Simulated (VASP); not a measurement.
# Si (P6_3/mmc) in VASP: a series of runs

Si is run at these levels: r2SCAN; tasks: single point.

Program: VASP 6.6.1. These are calculated values, not measurements. Logs are shortened: lines on timing, memory, paths and dates and some standing lists are left out, and cuts for length are marked.

## Step 1: The cell of the first run

The structure is hexagonal, space group P6_3/mmc (No. 194). Conventional cell: a = 3.985 Å, b = 3.985 Å, c = 6.088 Å, α = 90.00°, β = 90.00°, γ = 120.00°. Si (site symmetry 3m) has 4 Si at 2.28 to 2.43 Å within 3.0 Å.

This isn't the form of Si at room conditions, which is diamond.

## Step 2: Single point, r2SCAN (strain +0.040 along x and y, -0.040 along z)

POSCAR reads:

```
Si
1.0
    3.9851846937      0.0000000000      0.0000000000
   -1.9925923469      3.4512711835      0.0000000000
    0.0000000000      0.0000000000      6.0881471282
Si
4
Direct
    0.3333333333      0.6666666667      0.0630908785
    0.6666666667      0.3333333333      0.5630908785
    0.3333333333      0.6666666667      0.4369091215
    0.6666666667      0.3333333333      0.9369091215
```

INCAR.step1 reads:

```
SYSTEM = Si
  PREC = Accurate
  ENCUT = 520
  ISMEAR = 0
  SIGMA = 0.05
  LREAL = .FALSE.
  LASPH = .TRUE.
  NELM = 60
  NBANDS = 16
  GGA = PE
  ALGO = Normal
  EDIFF = 1E-4
  LWAVE = .TRUE.
  LCHARG = .FALSE.
```

INCAR.step2 reads:

```
SYSTEM = Si
  PREC = Accurate
  ENCUT = 520
  EDIFF = 1E-7
  ISMEAR = 0
  SIGMA = 0.05
  LREAL = .FALSE.
  LASPH = .TRUE.
  NELM = 60
  ALGO = Normal
  ISIF = 2
  LWAVE = .FALSE.
  LCHARG = .FALSE.
  METAGGA = R2SCAN
  LMIXTAU = .TRUE.
  NBANDS = 16
  ISTART = 1
```

KPOINTS reads:

```
Automatic mesh
0
G
  12 12 4
  0 0 0
```

Potentials or basis: VASP PAW PBE potentials, release 64 (Si).

On the command line:

```console
> cat potpaw_PBE.64/Si/POTCAR > POTCAR
> cp INCAR.step1 INCAR
> mpirun -np 1 vasp_std > vasp.out
> cp INCAR.step2 INCAR
> mpirun -np 1 vasp_std > vasp.out
```

OUTCAR:

```text
SYSTEM = Si
   PREC = Accurate
   ENCUT = 520
   EDIFF = 1E-7
   ISMEAR = 0
   LREAL = .FALSE.
   LASPH = .TRUE.
   NELM = 60
   ISIF = 2
   METAGGA = R2SCAN
   ISTART = 1

 ion  position               nearest neighbor table
   1  0.333  0.667  0.063-   3 2.28   4 2.43   4 2.43   4 2.43
   2  0.667  0.333  0.563-   4 2.28   3 2.43   3 2.43   3 2.43
   3  0.333  0.667  0.437-   1 2.28   2 2.43   2 2.43   2 2.43
   4  0.667  0.333  0.937-   2 2.28   1 2.43   1 2.43   1 2.43

  LATTYP: Found a hexagonal cell.
 ALAT       =     3.9851846937
 C/A-ratio  =     1.5276950998

  Lattice vectors:

 A1 = (   3.9851846937,   0.0000000000,   0.0000000000)
 A2 = (  -1.9925923469,   3.4512711835,   0.0000000000)
 A3 = (   0.0000000000,   0.0000000000,   6.0881471282)

Analysis of symmetry for initial positions (statically):
=====================================================================
 Subroutine PRICEL returns:
 Original cell was already a primitive cell.

 Routine SETGRP: Setting up the symmetry group for a
 hexagonal supercell.

 Subroutine GETGRP returns: Found 24 space group operations
 (whereof 12 operations were pure point group operations)
 out of a pool of 24 trial point group operations.

The static configuration has the point symmetry D_3d.
 The point group associated with its full space group is D_6h.

Analysis of symmetry for dynamics (positions and initial velocities):
=====================================================================
 Subroutine PRICEL returns:
 Original cell was already a primitive cell.

 Routine SETGRP: Setting up the symmetry group for a
 hexagonal supercell.

 Subroutine GETGRP returns: Found 24 space group operations
 (whereof 12 operations were pure point group operations)
 out of a pool of 24 trial point group operations.

The dynamic configuration has the point symmetry D_3d.
 The point group associated with its full space group is D_6h.

 Subroutine INISYM returns: Found 24 space group operations
 (whereof 12 operations are pure point group operations),
 and found     1 'primitive' translations

----------------------------------------------------------------------------------------

                                     Primitive cell

  volume of cell :      83.7361

  direct lattice vectors                    reciprocal lattice vectors
     3.985184694  0.000000000  0.000000000     0.250929399  0.144874156  0.000000000
    -1.992592347  3.451271183  0.000000000     0.000000000  0.289748312  0.000000000
     0.000000000  0.000000000  6.088147128     0.000000000  0.000000000  0.164253586

  length of vectors
     3.985184694  3.985184694  6.088147128     0.289748312  0.289748312  0.164253586

  position of ions in fractional coordinates (direct lattice)
     0.333333333  0.666666667  0.063090878
     0.666666667  0.333333333  0.563090878
     0.333333333  0.666666667  0.436909122
     0.666666667  0.333333333  0.936909122

  ion indices of the primitive-cell ions
   primitive index   ion index
                 1           1
                 2           2
                 3           3
                 4           4

----------------------------------------------------------------------------------------

 KPOINTS: Automatic mesh

Automatic generation of k-mesh.
 Grid dimensions read from file:
 generate k-points for:   12   12    4

 Generating k-lattice:

  Cartesian coordinates                     Fractional coordinates (reciprocal lattice)
     0.020910783  0.012072846  0.000000000     0.083333333 -0.000000000  0.000000000
     0.000000000  0.024145693  0.000000000     0.000000000  0.083333333  0.000000000
     0.000000000  0.000000000  0.041063397     0.000000000  0.000000000  0.250000000

  Length of vectors
     0.024145693  0.024145693  0.041063397

  Shift w.r.t. Gamma in fractional coordinates (k-lattice)
     0.000000000  0.000000000  0.000000000

 Subroutine IBZKPT returns following result:
 ===========================================

 Found     57 irreducible k-points:

 Following reciprocal coordinates:
            Coordinates               Weight
  0.000000  0.000000  0.000000      1.000000
  0.083333  0.000000  0.000000      6.000000
  0.166667  0.000000  0.000000      6.000000
  0.250000  0.000000  0.000000      6.000000
  0.333333 -0.000000  0.000000      6.000000
  0.416667  0.000000  0.000000      6.000000
[... 16 lines left out ...]
  0.250000  0.000000  0.250000     12.000000
  0.333333 -0.000000  0.250000     12.000000
 [... further k-points ...]
   k-points           NKPTS =     57   k-points in BZ     NKDIM =     57   number of bands    NBANDS=     16
   number of dos      NEDOS =    301   number of ions     NIONS =      4
   total plane-waves  NPLWV =  43200
   dimension x,y,z NGX =    30 NGY =   30 NGZ =   48
   dimension x,y,z NGXF=    60 NGYF=   60 NGZF=   96
   ions per type =               4
   NGX,Y,Z   is equivalent  to a cutoff of  12.51, 12.51, 13.11 a.u.
   NGXF,Y,Z  is equivalent  to a cutoff of  25.03, 25.03, 26.21 a.u.
 SYSTEM =  Si
   PREC   = accura    normal or accurate (medium, high low for compatibility)
   ISTART =      1    job   : 0-new  1-cont  2-samecut
   ICHARG =      0    charge: 1-file 2-atom 10-const
   ISPIN  =      1    spin polarized calculation?
   LNONCOLLINEAR =      F non collinear calculations
   LSORBIT =      F    spin-orbit coupling
   LASPH  =      T    aspherical Exc in radial PAW
   ENCUT  =  520.0 eV  38.22 Ry    6.18 a.u.   7.41  7.41 11.32*2*pi/ulx,y,z
   NELM   =     60;   NELMIN=  2; NELMDL=  0     # of ELM steps
   EDIFF  = 0.1E-06   stopping-criterion for ELM
   LREAL  =      F    real-space projection
   EDIFFG = 0.1E-05   stopping-criterion for IOM
   NSW    =      0    number of steps for IOM
   IBRION =     -1    ionic relax: 0-MD 1-quasi-New 2-CG
   NFREE  =      0    steps in history (QN), initial steepest desc. (CG)
   ISIF   =      2    stress and relaxation
   ISYM   =      2    0-nonsym 1-usesym 2-fastsym
   POTIM  = 0.5000    time-step for ionic-motion
   TEBEG  =    0.0;   TEEND  =   0.0 temperature during run
   PSTRESS=    0.0 pullay stress
   NELECT =      16.0000    total number of electrons
   NUPDOWN=      -1.0000    fix difference up-down
   EMIN   =  10.00;   EMAX   =-10.00  energy-range for DOS
   EFERMI =   0.00;   METHOD = LEGACY
   ISMEAR =     0;   SIGMA  =   0.05  broadening in eV -4-tet -1-fermi 0-gaus
   EFERMI_NEDOS =   21; number of points for ismear=-14 and -15
   IALGO  =     38    algorithm
   IMIX   =      4    mixing-type and parameters
     AMIX     =   0.40;   BMIX     =  1.00
     AMIX_MAG =   1.60;   BMIX_MAG =  1.00
  volume/ion in A,a.u.               =      20.93       141.27
  Fermi-wavevector in a.u.,A,eV,Ry     =   0.942925  1.781870 12.097049  0.889108
  Thomas-Fermi vector in A             =   2.070582
   LORBIT       =      0    0 simple, 1 ext, 2 COOP (PROOUT), +10 PAW based schemes
   METAGGA = R2SCAN    functional components
   LHFCALC =     F    Hartree Fock is set to
   AEXX    =    0.0000 exact exchange contribution
   IVDW    =     0    specifies the selected vdW correction
   LEPSILON=     F    determine dielectric tensor
   LRPA    =     F    only Hartree local field effects (RPA)
 non-spin polarized calculation
 Gauss-broadening in eV      SIGMA  =   0.05
  energy-cutoff  :      520.00
  volume of cell :       83.74
 maximum number of plane-waves:      2281
 NGX is ok and might be reduce to    30
   NGX = 15   NGY = 15   NGZ = 23

 number of electron      15.9999999 magnetization

 Free energy of the ion-electron system (eV)
  ---------------------------------------------------
  ext. energy  EPLUGINS =         0.00000000
  ---------------------------------------------------
  free energy    TOTEN  =       -34.75981512 eV

  energy without entropy =      -34.75981503  energy(sigma->0) =      -34.75981507

 E-fermi :   5.7487     XC(G=0):  -9.6665

 val. band max:        5.6104202426   @ k =   0.0000   0.0000   0.0000
 cond. band min:       5.8904675105   @ k =   0.5000   0.0000   0.0000
 fundamental gap:      0.2800472679
 Fermi energy:         5.7487288893

 k-point     1 :       0.0000    0.0000    0.0000
  band No.  band energies     occupation
      1      -6.9588      2.00000
      2      -4.0644      2.00000
      3      -1.9491      2.00000
      4       3.5866      2.00000
      5       3.5866      2.00000
      6       5.2177      2.00000
[... 8 lines left out ...]
     15      10.0492      0.00000
     16      11.4484      0.00000

 k-point     2 :       0.0833    0.0000    0.0000
  band No.  band energies     occupation
      1      -6.8825      2.00000
      2      -3.9850      2.00000
      3      -1.9266      2.00000
      4       2.9380      2.00000
      5       3.4356      2.00000
      6       4.9815      2.00000
[... 8 lines left out ...]
     15      10.3436      0.00000
     16      11.0648      0.00000

 k-point     3 :       0.1667    0.0000    0.0000
  band No.  band energies     occupation
      1      -6.6558      2.00000
      2      -3.7487      2.00000
      3      -1.8932      2.00000
      4       1.8596      2.00000
      5       3.0925      2.00000
      6       3.7734      2.00000
[... 8 lines left out ...]
     15      11.1319      0.00000
     16      11.1926      0.00000

 k-point     4 :       0.2500    0.0000    0.0000
  band No.  band energies     occupation
      1      -6.2872      2.00000
      2      -3.3622      2.00000
      3      -1.9777      2.00000
      4       0.9796      2.00000
      5       2.4995      2.00000
      6       2.7231      2.00000
[... 8 lines left out ...]
     15      11.5993      0.00000
     16      12.2567      0.00000
[... 324 lines left out ...]
 k-point    22 :       0.1667    0.0000    0.2500
  band No.  band energies     occupation
      1      -6.4212      2.00000
      2      -4.6505      2.00000
      3      -0.6831      2.00000
      4       2.1654      2.00000
      5       2.7364      2.00000
      6       3.2915      2.00000
[... 8 lines left out ...]
     15      10.6596      0.00000
     16      11.9133      0.00000

 k-point    23 :       0.2500    0.0000    0.2500
  band No.  band energies     occupation
      1      -6.0549      2.00000
      2      -4.3001      2.00000
      3      -0.9340      2.00000
      4       1.4538      2.00000
      5       1.6445      2.00000
      6       2.9247      2.00000
[... 8 lines left out ...]
     15      11.7079      0.00000
     16      11.7929      0.00000

 k-point    24 :       0.3333   -0.0000    0.2500
  band No.  band energies     occupation
      1      -5.5711      2.00000
      2      -3.8667      2.00000
      3      -1.5271      2.00000
      4       0.4949      2.00000
      5       1.3748      2.00000
      6       2.6242      2.00000
[... 8 lines left out ...]
     15      12.6635      0.00000
     16      12.7591      0.00000

 [... further k-points ...]

------------------------ aborting loop because EDIFF is reached ----------------------------------------

  FORCE on cell =-STRESS in cart. coord.  units (eV):
  Direction    XX          YY          ZZ          XY          YZ          ZX
  --------------------------------------------------------------------------------------
  -------------------------------------------------------------------------------------
  Total       -4.6494991     -4.6494991      5.1888330      0.0000000      0.0000000      0.0000000
  in kB      -88.9619039    -88.9619039     99.2813331      0.0000000      0.0000000      0.0000000
  external PRESSURE =     -26.2141582 kB  Pullay stress =       0.0000000 kB

 VOLUME and BASIS-vectors are now :
 -----------------------------------------------------------------------------
  energy-cutoff  :      520.00
  volume of cell :       83.74
      direct lattice vectors                 reciprocal lattice vectors
     3.985184694  0.000000000  0.000000000     0.250929399  0.144874156  0.000000000
    -1.992592347  3.451271183  0.000000000     0.000000000  0.289748312  0.000000000
     0.000000000  0.000000000  6.088147128     0.000000000  0.000000000  0.164253586

 POSITION                                       TOTAL-FORCE (eV/Angst)
 -----------------------------------------------------------------------------------
     -0.00000      2.30085      0.38411        -0.000000      0.000000     -0.929859
      1.99259      1.15042      3.42818         0.000000     -0.000000     -0.929859
     -0.00000      2.30085      2.65997        -0.000000     -0.000000      0.929859
      1.99259      1.15042      5.70404         0.000000      0.000000      0.929859
 -----------------------------------------------------------------------------------
    total drift:                                0.000000     -0.000000      0.000000

  FREE ENERGIE OF THE ION-ELECTRON SYSTEM (eV)
  ---------------------------------------------------
  free  energy   TOTEN  =       -34.7598151215 eV

  energy  without entropy=      -34.7598150273  energy(sigma->0) =      -34.75981507
```

It took 1.8 min on 1 thread of Intel Xeon 6975P-C (Granite Rapids), shared host; peak memory 0.22 GiB.

What came out:

```
Free energy            : -34.7598 eV
Pressure               : -2.6 GPa
Largest force          : 0.930 eV/Å
Band gap on the k mesh : 0.28 eV (least direct gap 0.33 eV)
```

Forces on the atoms (eV/Å):
```
Si   0.000  0.000 -0.930
Si   0.000  0.000 -0.930
Si   0.000  0.000  0.930
Si   0.000  0.000  0.930
```

Levels at points of the mesh, in eV from the valence-band top:
```
           k point  band 4  band 5  band 6  band 7  band 8  band 9  band 10  band 11  band 12  band 13
(0.00, 0.00, 0.00)   -2.02   -2.02   -0.39    0.00    0.00    0.33     1.68     1.68     3.11     4.00
(0.50, 0.00, 0.00)   -5.80   -4.88   -3.45   -3.16   -1.34    0.28     2.65     2.94     3.38     5.88
(0.00, 0.00, 0.50)   -4.07   -1.28   -1.28   -1.28   -1.28    1.37     1.37     2.92     2.92     2.92
(0.50, 0.00, 0.50)   -7.42   -2.66   -2.66   -2.31   -2.31    1.06     1.06     2.30     2.30     5.96
```

Caveat: the cell differs from its parent crystal (strain +0.040 along x and y, -0.040 along z); the stress differs along the axes, from -9 to 10 GPa; the PAW data sets were made with another functional, which shifts forces and pressure a little. A k mesh can miss the band edges.

(Continued in part 2 of 3.)

The gap in the log of VASP goes by the Fermi energy; the results here count the filled bands.